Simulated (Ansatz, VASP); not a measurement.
## One calculation of FeGe16, two programs

```
CELL_PARAMETERS angstrom
0.00000 5.65754 5.65754
5.65754 0.00000 5.65754
5.65754 5.65754 0.00000
ATOMIC_POSITIONS crystal
Fe 0.25000 0.25000 0.25000
Ge 0.00000 0.00000 0.00000
Ge 0.99761 0.99761 0.50239
Ge 0.99761 0.50239 0.99761
Ge 0.99761 0.50239 0.50239
Ge 0.50239 0.99761 0.99761
Ge 0.50239 0.99761 0.50239
Ge 0.50239 0.50239 0.99761
Ge 0.50000 0.50000 0.50000
Ge 0.12422 0.12422 0.12422
Ge 0.12422 0.12422 0.62734
Ge 0.12422 0.62734 0.12422
Ge 0.12777 0.62408 0.62408
Ge 0.62734 0.12422 0.12422
Ge 0.62408 0.12777 0.62408
Ge 0.62408 0.62408 0.12777
Ge 0.62408 0.62408 0.62408
```

Alike in both runs: functional PBEsol; k mesh 3 × 3 × 3; occupations gaussian, width 0.05 eV; collinear spin; Hubbard terms Fe d U = 4.0 eV.

Ansatz relaxed the structure, and its values are those at the end. VASP's run is a single point on that final structure, the one shown.

```csv
,VASP,Ansatz
version,VASP 6.6.1,Ansatz 0.2.0
potentials or method,"VASP PAW PBE potentials, release 64 (Fe, Ge_d), cutoff 600 eV","scalar-relativistic, plane waves, PAW"
valence electrons in the cell,232,240
```

Ansatz gave:

- gap on the k mesh at the Fermi level (eV): none
- pressure (GPa): 2.3
- rms of the force components (eV/Å): 0.004
- net moment per atom (μB): 0.13
- size of the moment on the site where the two differ most (μB): 2.24

**Question.** What did VASP give for the same quantities?

**Answer.** gap on the k mesh at the Fermi level (eV): none; pressure (GPa): 2.6; rms of the force components (eV/Å): 0.015; net moment per atom (μB): 0.16; size of the moment on the site where the two differ most (μB): 2.66.

VASP's potentials were made for PBE, not for PBEsol. Site moments also hang on the region over which each program counts them. The programs project onto different local orbitals, so the same U acts differently, and such runs can settle in different states. A gap of «none» marks a metal or a gap that the smearing closes. VASP's potentials hold 232 valence electrons a cell and Ansatz's 240, so a difference there can come from the potentials and not from the codes. Ansatz's warnings: filled band counts differ across k points, stress scf threshold loose.
